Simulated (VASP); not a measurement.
# BiTe in VASP: a series of runs

The runs below take BiTe through single point, with PBE.

All numbers are computed with VASP 6.6.1; they aren't measurements. Logs are shortened: lines on timing, memory, paths and dates and some standing lists are left out, and cuts for length are marked.

## (1) The cell of the first run

The cell holds a slab with vacuum, 6 atoms: a = 4.598 Å, b = 4.598 Å, c = 24.385 Å, α = 90.00°, β = 90.00°, γ = 120.00°.

## (2) Single point, PBE

INCAR reads:

```
SYSTEM = BiTe
PREC = Accurate
ENCUT = 520
EDIFF = 1E-6
ISMEAR = 0
SIGMA = 0.1
LREAL = .FALSE.
LASPH = .TRUE.
NELM = 80
ALGO = Normal
ISIF = 2
LWAVE = .FALSE.
LCHARG = .FALSE.
LDIPOL = .TRUE.
IDIPOL = 3
DIPOL = 0.5 0.5 0.500
GGA = PE
NBANDS = 40
```

KPOINTS reads:

```
regular mesh
0
G
  9 9 1
  0 0 0
```

POSCAR reads:

```
BiTe
1.0
    4.5978826513      0.0000000000      0.0000000000
   -2.2989413256      3.9818831796      0.0000000000
    0.0000000000      0.0000000000     24.3853886607
Bi Te
3 3
Direct
    0.3333333333      0.6666666667      0.3075612246
    0.0000000000      0.0000000000      0.4615122449
    0.6666666667      0.3333333333      0.6154632652
    0.6666666667      0.3333333333      0.3845367348
    0.3333333333      0.6666666667      0.5384877551
    0.0000000000      0.0000000000      0.6924387754
```

Potentials or basis: VASP PAW PBE potentials, release 64 (Bi_d, Te).

Run with:

```bash
$ cat potpaw_PBE.64/Bi_d/POTCAR potpaw_PBE.64/Te/POTCAR > POTCAR
$ mpirun -np 1 vasp_std > vasp.out
```

OUTCAR:

```text
SYSTEM = BiTe
   PREC = Accurate
   ENCUT = 520
   EDIFF = 1E-6
   ISMEAR = 0
   LREAL = .FALSE.
   LASPH = .TRUE.
   NELM = 80
   ISIF = 2
   GGA = PE

 ion  position               nearest neighbor table
   1  0.333  0.667  0.308-   4 3.25   4 3.25   4 3.25
   2  0.000  0.000  0.462-   4 3.25   4 3.25   4 3.25   5 3.25   5 3.25   5 3.25
   3  0.667  0.333  0.615-   5 3.25   5 3.25   5 3.25   6 3.25   6 3.25   6 3.25
   4  0.667  0.333  0.385-   2 3.25   2 3.25   2 3.25   1 3.25   1 3.25   1 3.25
   5  0.333  0.667  0.538-   3 3.25   3 3.25   3 3.25   2 3.25   2 3.25   2 3.25
   6  0.000  0.000  0.692-   3 3.25   3 3.25   3 3.25

  LATTYP: Found a hexagonal cell.
 ALAT       =     4.5978826513
 C/A-ratio  =     5.3036126648

  Lattice vectors:

 A1 = (   4.5978826513,   0.0000000000,   0.0000000000)
 A2 = (  -2.2989413256,   3.9818831796,   0.0000000000)
 A3 = (   0.0000000000,   0.0000000000,  24.3853886607)

Analysis of symmetry for initial positions (statically):
=====================================================================
 Subroutine PRICEL returns:
 Original cell was already a primitive cell.

 Routine SETGRP: Setting up the symmetry group for a
 hexagonal supercell.

 Subroutine GETGRP returns: Found  6 space group operations
 (whereof  6 operations were pure point group operations)
 out of a pool of 24 trial point group operations.

The static configuration has the point symmetry C_3v.

Analysis of symmetry for dynamics (positions and initial velocities):
=====================================================================
 Subroutine PRICEL returns:
 Original cell was already a primitive cell.

 Routine SETGRP: Setting up the symmetry group for a
 hexagonal supercell.

 Subroutine GETGRP returns: Found  6 space group operations
 (whereof  6 operations were pure point group operations)
 out of a pool of 24 trial point group operations.

The dynamic configuration has the point symmetry C_3v.

 Subroutine INISYM returns: Found  6 space group operations
 (whereof  6 operations are pure point group operations),
 and found     1 'primitive' translations

----------------------------------------------------------------------------------------

                                     Primitive cell

  volume of cell :     446.4533

  direct lattice vectors                    reciprocal lattice vectors
     4.597882651  0.000000000  0.000000000     0.217491414  0.125568727  0.000000000
    -2.298941326  3.981883180  0.000000000     0.000000000  0.251137453  0.000000000
     0.000000000  0.000000000 24.385388661     0.000000000  0.000000000  0.041008163

  length of vectors
     4.597882651  4.597882651 24.385388661     0.251137453  0.251137453  0.041008163

  position of ions in fractional coordinates (direct lattice)
     0.333333333  0.666666667  0.307561225
     0.000000000  0.000000000  0.461512245
     0.666666667  0.333333333  0.615463265
     0.666666667  0.333333333  0.384536735
     0.333333333  0.666666667  0.538487755
     0.000000000  0.000000000  0.692438775

  ion indices of the primitive-cell ions
   primitive index   ion index
                 1           1
                 2           2
                 3           3
                 4           4
                 5           5
                 6           6

----------------------------------------------------------------------------------------

 KPOINTS: regular mesh

Automatic generation of k-mesh.
 Grid dimensions read from file:
 generate k-points for:    9    9    1

 Generating k-lattice:

  Cartesian coordinates                     Fractional coordinates (reciprocal lattice)
     0.024165713  0.013952081  0.000000000     0.111111111 -0.000000000  0.000000000
     0.000000000  0.027904161  0.000000000     0.000000000  0.111111111  0.000000000
     0.000000000  0.000000000  0.041008163     0.000000000  0.000000000  1.000000000

  Length of vectors
     0.027904161  0.027904161  0.041008163

  Shift w.r.t. Gamma in fractional coordinates (k-lattice)
     0.000000000  0.000000000  0.000000000

 Subroutine IBZKPT returns following result:
 ===========================================

 Found     12 irreducible k-points:

 Following reciprocal coordinates:
            Coordinates               Weight
  0.000000  0.000000  0.000000      1.000000
  0.111111 -0.000000  0.000000      6.000000
  0.222222 -0.000000  0.000000      6.000000
  0.333333  0.000000  0.000000      6.000000
  0.444444 -0.000000  0.000000      6.000000
  0.111111  0.111111  0.000000      6.000000
  0.222222  0.111111  0.000000     12.000000
  0.333333  0.111111  0.000000     12.000000
  0.444444  0.111111  0.000000      6.000000
  0.222222  0.222222  0.000000      6.000000
  0.333333  0.222222  0.000000     12.000000
  0.333333  0.333333  0.000000      2.000000
   k-points           NKPTS =     12   k-points in BZ     NKDIM =     12   number of bands    NBANDS=     40
   number of dos      NEDOS =    301   number of ions     NIONS =      6
   total plane-waves  NPLWV = 248832
   dimension x,y,z NGX =    36 NGY =   36 NGZ =  192
   dimension x,y,z NGXF=    72 NGYF=   72 NGZF=  384
   ions per type =               3   3
   NGX,Y,Z   is equivalent  to a cutoff of  13.02, 13.02, 13.09 a.u.
   NGXF,Y,Z  is equivalent  to a cutoff of  26.03, 26.03, 26.18 a.u.
 SYSTEM =  BiTe
   PREC   = accura    normal or accurate (medium, high low for compatibility)
   ISTART =      0    job   : 0-new  1-cont  2-samecut
   ICHARG =      2    charge: 1-file 2-atom 10-const
   ISPIN  =      1    spin polarized calculation?
   LNONCOLLINEAR =      F non collinear calculations
   LSORBIT =      F    spin-orbit coupling
   LASPH  =      T    aspherical Exc in radial PAW
   ENCUT  =  520.0 eV  38.22 Ry    6.18 a.u.   8.55  8.55 45.34*2*pi/ulx,y,z
   NELM   =     80;   NELMIN=  2; NELMDL= -5     # of ELM steps
   EDIFF  = 0.1E-05   stopping-criterion for ELM
   LREAL  =      F    real-space projection
[... 7 lines left out ...]
   TEBEG  =    0.0;   TEEND  =   0.0 temperature during run
   PSTRESS=    0.0 pullay stress
   NELECT =      63.0000    total number of electrons
   NUPDOWN=      -1.0000    fix difference up-down
   EMIN   =  10.00;   EMAX   =-10.00  energy-range for DOS
   EFERMI =   0.00;   METHOD = LEGACY
   ISMEAR =     0;   SIGMA  =   0.10  broadening in eV -4-tet -1-fermi 0-gaus
   EFERMI_NEDOS =   21; number of points for ismear=-14 and -15
   IALGO  =     38    algorithm
   IMIX   =      4    mixing-type and parameters
     AMIX     =   0.40;   BMIX     =  1.00
     AMIX_MAG =   1.60;   BMIX_MAG =  1.00
  volume/ion in A,a.u.               =      74.41       502.14
  Fermi-wavevector in a.u.,A,eV,Ry     =   0.852308  1.610628  9.883654  0.726428
  Thomas-Fermi vector in A             =   1.968575
   LORBIT       =      0    0 simple, 1 ext, 2 COOP (PROOUT), +10 PAW based schemes
   GGA     = PE    functional components
   LHFCALC =     F    Hartree Fock is set to
   AEXX    =    0.0000 exact exchange contribution
   IVDW    =     0    specifies the selected vdW correction
   LEPSILON=     F    determine dielectric tensor
   LRPA    =     F    only Hartree local field effects (RPA)
 non-spin polarized calculation
 Gauss-broadening in eV      SIGMA  =   0.10
  energy-cutoff  :      520.00
  volume of cell :      446.45
 maximum number of plane-waves:     12085
 NGX is ok and might be reduce to    36
   NGX = 17   NGY = 17   NGZ = 91

 dipolmoment           0.000000      0.000000     -0.235819 electrons x Angstroem

 number of electron      62.9999991 magnetization

 dipolmoment           0.000000      0.000000      0.062828 electrons x Angstroem

 Free energy of the ion-electron system (eV)
  ---------------------------------------------------
  ext. energy  EPLUGINS =         0.00000000
  ---------------------------------------------------
  free energy    TOTEN  =       -20.39899511 eV

  energy without entropy =      -20.34027946  energy(sigma->0) =      -20.36963728

 E-fermi :   0.5660     XC(G=0):  -5.0162

 val. band max:        0.5512774645   @ k =   0.4444   0.1111   0.0000
 cond. band min:       0.5826150885   @ k =   0.1111   0.1111   0.0000
 fundamental gap:      0.0313376239
 Fermi energy:         0.5660493606

 k-point     1 :       0.0000    0.0000    0.0000
  band No.  band energies     occupation
      1     -22.8264      2.00000
      2     -22.8264      2.00000
      3     -22.8258      2.00000
      4     -22.8224      2.00000
      5     -22.8224      2.00000
      6     -22.7426      2.00000
[... 32 lines left out ...]
     39       2.2844      0.00000
     40       4.2129      0.00000

 k-point     2 :       0.1111   -0.0000    0.0000
  band No.  band energies     occupation
      1     -22.8268      2.00000
      2     -22.8255      2.00000
      3     -22.8253      2.00000
      4     -22.8229      2.00000
      5     -22.8224      2.00000
      6     -22.7433      2.00000
[... 32 lines left out ...]
     39       2.4622      0.00000
     40       4.3026      0.00000

 k-point     3 :       0.2222   -0.0000    0.0000
  band No.  band energies     occupation
      1     -22.8280      2.00000
      2     -22.8244      2.00000
      3     -22.8237      2.00000
      4     -22.8233      2.00000
      5     -22.8223      2.00000
      6     -22.7452      2.00000
[... 32 lines left out ...]
     39       3.1120      0.00000
     40       4.1582      0.00000

 k-point     4 :       0.3333    0.0000    0.0000
  band No.  band energies     occupation
      1     -22.8297      2.00000
      2     -22.8253      2.00000
      3     -22.8235      2.00000
      4     -22.8217      2.00000
      5     -22.8203      2.00000
      6     -22.7474      2.00000
[... 32 lines left out ...]
     39       3.6961      0.00000
     40       3.8766      0.00000

 k-point     5 :       0.4444   -0.0000    0.0000
  band No.  band energies     occupation
      1     -22.8310      2.00000
      2     -22.8259      2.00000
      3     -22.8237      2.00000
      4     -22.8205      2.00000
      5     -22.8186      2.00000
      6     -22.7489      2.00000
[... 32 lines left out ...]
     39       3.4459      0.00000
     40       4.2952      0.00000

 k-point     6 :       0.1111    0.1111    0.0000
  band No.  band energies     occupation
      1     -22.8272      2.00000
      2     -22.8253      2.00000
      3     -22.8237      2.00000
      4     -22.8236      2.00000
      5     -22.8224      2.00000
      6     -22.7444      2.00000
[... 32 lines left out ...]
     39       2.8005      0.00000
     40       4.4112      0.00000

 k-point     7 :       0.2222    0.1111    0.0000
  band No.  band energies     occupation
      1     -22.8284      2.00000
      2     -22.8247      2.00000
      3     -22.8239      2.00000
      4     -22.8231      2.00000
      5     -22.8208      2.00000
      6     -22.7462      2.00000
[... 32 lines left out ...]
     39       3.4920      0.00000
     40       4.1874      0.00000

 k-point     8 :       0.3333    0.1111    0.0000
  band No.  band energies     occupation
      1     -22.8298      2.00000
      2     -22.8253      2.00000
      3     -22.8240      2.00000
      4     -22.8215      2.00000
      5     -22.8193      2.00000
      6     -22.7478      2.00000
[... 32 lines left out ...]
     39       3.8568      0.00000
     40       4.0902      0.00000

 k-point     9 :       0.4444    0.1111    0.0000
  band No.  band energies     occupation
      1     -22.8304      2.00000
      2     -22.8255      2.00000
      3     -22.8242      2.00000
      4     -22.8205      2.00000
      5     -22.8189      2.00000
      6     -22.7485      2.00000
[... 32 lines left out ...]
     39       3.7635      0.00000
     40       4.2768      0.00000

 k-point    10 :       0.2222    0.2222    0.0000
  band No.  band energies     occupation
      1     -22.8285      2.00000
      2     -22.8247      2.00000
      3     -22.8240      2.00000
      4     -22.8232      2.00000
      5     -22.8195      2.00000
      6     -22.7468      2.00000
[... 32 lines left out ...]
     39       3.7133      0.00000
     40       4.7084      0.00000

 k-point    11 :       0.3333    0.2222    0.0000
  band No.  band energies     occupation
      1     -22.8287      2.00000
      2     -22.8254      2.00000
      3     -22.8240      2.00000
      4     -22.8216      2.00000
      5     -22.8198      2.00000
      6     -22.7470      2.00000
[... 32 lines left out ...]
     39       4.0258      0.00000
     40       4.5799      0.00000

 k-point    12 :       0.3333    0.3333    0.0000
  band No.  band energies     occupation
      1     -22.8273      2.00000
      2     -22.8268      2.00000
      3     -22.8218      2.00000
      4     -22.8217      2.00000
      5     -22.8215      2.00000
      6     -22.7454      2.00000
[... 32 lines left out ...]
     39       3.8098      0.00000
     40       5.7217      0.00000

------------------------ aborting loop because EDIFF is reached ----------------------------------------

 vacuum level on the upper side and lower side of the slab       (xc-potential included)         0.107        -0.499

  FORCE on cell =-STRESS in cart. coord.  units (eV):
  Direction    XX          YY          ZZ          XY          YZ          ZX
  --------------------------------------------------------------------------------------
  -------------------------------------------------------------------------------------
  Total       -3.5665036     -3.5665036     -1.6932128     -0.0000000      0.0000000     -0.0000000
  in kB      -12.7990334    -12.7990334     -6.0763957     -0.0000000      0.0000000     -0.0000000
  external PRESSURE =     -10.5581542 kB  Pullay stress =       0.0000000 kB

 VOLUME and BASIS-vectors are now :
 -----------------------------------------------------------------------------
  energy-cutoff  :      520.00
  volume of cell :      446.45
      direct lattice vectors                 reciprocal lattice vectors
     4.597882651  0.000000000  0.000000000     0.217491414  0.125568727  0.000000000
    -2.298941326  3.981883180  0.000000000     0.000000000  0.251137453  0.000000000
     0.000000000  0.000000000 24.385388661     0.000000000  0.000000000  0.041008163

 POSITION                                       TOTAL-FORCE (eV/Angst)
 -----------------------------------------------------------------------------------
     -0.00000      2.65459      7.50000        -0.000000     -0.000000      0.163536
      0.00000      0.00000     11.25416         0.000000      0.000000     -0.131262
      2.29894      1.32729     15.00831        -0.000000      0.000000      1.155966
      2.29894      1.32729      9.37708         0.000000      0.000000     -0.096314
     -0.00000      2.65459     13.13123         0.000000      0.000000     -0.162566
      0.00000      0.00000     16.88539         0.000000      0.000000     -0.929358
 -----------------------------------------------------------------------------------
    total drift:                               -0.000000     -0.000000     -0.000644

  FREE ENERGIE OF THE ION-ELECTRON SYSTEM (eV)
  ---------------------------------------------------
  free  energy   TOTEN  =       -20.3989951079 eV

  energy  without entropy=      -20.3402794582  energy(sigma->0) =      -20.36963728

 vacuum level on the upper side and lower side of the slab         5.185         4.565
```

Wall time 10 min (1 thread of Intel Xeon 6975P-C, shared host); peak memory 0.65 GiB.

What came out:

| Quantity | Value |
| --- | --- |
| Free energy | -20.3990 eV |
| Largest force | 1.156 eV/Å |

Forces on the atoms (eV/Å):
```
Bi   0.000  0.000  0.164
Bi   0.000  0.000 -0.131
Bi   0.000  0.000  1.156
Te   0.000  0.000 -0.096
Te   0.000  0.000 -0.163
Te   0.000  0.000 -0.929
```

Caveat: spin-orbit coupling is left out, which moves the levels of the heavy elements.

## (3) Single point, PBE

INCAR reads:

```
SYSTEM = BiTe
  PREC = Accurate
  ENCUT = 520
  EDIFF = 1E-7
  ISMEAR = 0
  SIGMA = 0.1
  LREAL = .FALSE.
  LASPH = .TRUE.
  NELM = 100
  ALGO = Normal
  ISIF = 2
  LWAVE = .FALSE.
  LCHARG = .FALSE.
  LDIPOL = .TRUE.
  IDIPOL = 3
  DIPOL = 0.5 0.5 0.500
  GGA = PE
  NBANDS = 40
```

KPOINTS reads:

```
Automatic mesh
0
G
  9 9 1
  0 0 0
```

POSCAR reads:

```
BiTe
1.0
    4.5978826513      0.0000000000      0.0000000000
   -2.2989413256      3.9818831796      0.0000000000
    0.0000000000      0.0000000000     24.3853886607
Bi Te
3 3
Direct
    0.3333333333      0.6666666667      0.3191005051
    0.0000000000      0.0000000000      0.4633997420
    0.6666666667      0.3333333333      0.6178425179
    0.6666666667      0.3333333333      0.3855091504
    0.3333333333      0.6666666667      0.5326979107
    0.0000000000      0.0000000000      0.6814501739
```

Potentials or basis: VASP PAW PBE potentials, release 64 (Bi_d, Te).

Run with:

```bash
$ cat potpaw_PBE.64/Bi_d/POTCAR potpaw_PBE.64/Te/POTCAR > POTCAR
$ mpirun -np 1 vasp_std > vasp.out
```

Wall time 11 min (1 thread of Intel Xeon 6975P-C, shared host); peak memory 0.63 GiB.

It converged, with:

```yaml
Free_energy: -20.6032 eV
Largest_force: 0.010 eV/Å
```

Forces on the atoms (eV/Å):
```
Bi   0.000  0.000  0.009
Bi   0.000  0.000 -0.003
Bi   0.000  0.000  0.010
Te   0.000  0.000 -0.004
Te   0.000  0.000 -0.006
Te   0.000  0.000 -0.007
```

Levels at points of the mesh, in eV from the Fermi level:
```csv
k point,band 28,band 29,band 30,band 31,band 32,band 33,band 34,band 35
"(0.00, 0.00, 0.00)",-2.11,-2.09,-1.71,-1.06,-0.34,-0.34,-0.19,0.69
```

Caveat: spin-orbit coupling is left out, which moves the levels of the heavy elements.
